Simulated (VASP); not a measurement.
The system is Hg.

```
CELL_PARAMETERS angstrom
4.62250 0.00000 0.00000
-2.31125 4.00320 0.00000
0.00000 0.00000 5.24438
ATOMIC_POSITIONS crystal
Hg 0.22540 0.00000 0.33333
Hg 0.00000 0.22540 0.66667
Hg 0.77460 0.77460 0.00000
```

```yaml
Program: VASP 6.6.1
Task: relaxation of cell and atoms
Functional: PBE
Potentials_or_basis: VASP PAW PBE potentials, release 64 (Hg)
Cutoff: 600 eV
k_mesh: 6 × 6 × 4
Occupations: gaussian, width 0.1 eV
Spin: no spin polarisation
```

At the start: pressure 10.3 GPa; volume 32.35 Å³/atom.

**Question.** Where does the relaxation end?

**Answer.** Over 26 steps the energy falls by 577.1 meV/atom and the volume is 29.04 Å³/atom (-10.2 %); space group Pm-3m (No. 221, to 0.05 Å).

The path:
```
step  energy change (eV)  largest force (eV/Å)  pressure (GPa)  volume (Å³)
   1              0.0000                3.6801           10.28        97.05
   2             -1.4510                0.3108            0.31       128.89
   3             -1.4668                0.2593            0.18       131.29
   4             -1.4885                0.1818            0.10       136.17
   5             -1.5082                0.0837           -0.13       146.27
   6             -1.5089                0.0753           -0.13       147.64
   7             -1.5096                0.0605           -0.12       150.42
   8             -1.5097                0.0548           -0.14       151.63
   9             -1.5112                0.0553           -0.14       150.63
  10             -1.5158                0.0559           -0.16       147.66
  11             -1.5265                0.0570           -0.19       141.83
  12             -1.5490                0.0555           -0.29       130.62
  13             -1.6106                0.0370           -0.19       109.95
  14             -1.5048                0.2725            4.85        75.17
  15             -1.6132                0.0515           -0.23       107.04
  16             -1.6776                0.0078           -0.71        90.21
  17             -1.6596                0.0786            1.19        82.47
  18             -1.6833                0.0115           -0.29        87.81
  19             -1.6830                0.0223           -0.02        86.75
  20             -1.7103                0.0108            0.01        86.43
  21             -1.7109                0.0439            0.77        84.26
  22             -1.7261                0.0226            0.57        85.13
  23             -1.7279                0.0043            0.23        85.89
  24             -1.7297                0.0125            0.37        85.56
  25             -1.7215                0.0067           -0.61        91.54
  26             -1.7313                0.0106           -0.01        87.12
```

Final structure:
```cif
data_structure
_symmetry_space_group_name_H-M 'P 1'
_symmetry_Int_Tables_number 1
_cell_length_a 4.3403
_cell_length_b 4.3403
_cell_length_c 5.3404
_cell_angle_alpha 90.000
_cell_angle_beta 90.000
_cell_angle_gamma 120.000
_cell_volume 87.12
loop_
_atom_site_label
_atom_site_type_symbol
_atom_site_fract_x
_atom_site_fract_y
_atom_site_fract_z
_atom_site_occupancy
Hg1 Hg 0.33228 0.00000 0.33333 1
Hg2 Hg 0.00000 0.33228 0.66667 1
Hg3 Hg 0.66772 0.66772 0.00000 1
```
